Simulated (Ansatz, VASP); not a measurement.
## One calculation of GaP, two programs

The input INCAR:

```
SYSTEM = GaP
ALGO = Normal ; EDIFF = 1E-6
ENCUT = 520 ; GGA = CA
ISIF = 2 ; ISMEAR = 0
LASPH = .True. ; LCHARG = .True.
LELF = .True. ; LREAL = .False.
LVHAR = .True. ; LWAVE = .False.
NBANDS = 26 ; NELM = 100
PREC = Accurate ; SIGMA = 0.01
```

File KPOINTS:

```
k-points
0
Gamma
  6 6 6
  0 0 0
```

File POSCAR:

```
GaP
1.0
    1.9430150000      1.1218000000      6.4308100000
   -1.9430150000      1.1218000000      6.4308100000
    0.0000000000     -2.2436010000      6.4308100000
Ga P
2 2
Direct
    0.4353720000      0.4353720000      0.4353720000
    0.5646280000      0.5646280000      0.5646280000
    0.0573890000      0.0573890000      0.0573890000
    0.9426110000      0.9426110000      0.9426110000
```

Input for Ansatz:

```yaml
crystal:
  lattice:
    - [1.943015, 1.1218, 6.43081]
    - [-1.943015, 1.1218, 6.43081]
    - [0.0, -2.243601, 6.43081]
  atoms:
    - { symbol: Ga, position: [0.435372, 0.435372, 0.435372] }
    - { symbol: Ga, position: [0.564628, 0.564628, 0.564628] }
    - { symbol: P, position: [0.05738900000000001, 0.057389, 0.05738900000000001] }
    - { symbol: P, position: [0.942611, 0.942611, 0.9426110000000001] }
kpoints:
  mp_grid:
    grid: [6, 6, 6]
hamiltonian:
  xc: lda
scf:
  occupations:
    method: fixed
output:
  eigenvalues: true
```

Alike in both runs: task single point; functional LDA; k mesh 6 × 6 × 6; no spin polarisation.

```csv
,VASP,Ansatz
version,VASP 6.6.1,Ansatz 0.2.0
potentials or method,"VASP PAW LDA potentials, release 64 (Ga_d, P)","plane waves, PAW"
plane-wave cutoff (eV),520,420
occupations,"gaussian, width 0.01 eV",fixed
valence electrons in the cell,36,36
```

```tsv
	VASP	Ansatz	Ansatz less VASP
gap on the k mesh at the Fermi level (eV)	0.72	0.71	-0.011
```

LDA's correlation is that of Perdew and Zunger in VASP and of Perdew and Wang (1992) in Ansatz.
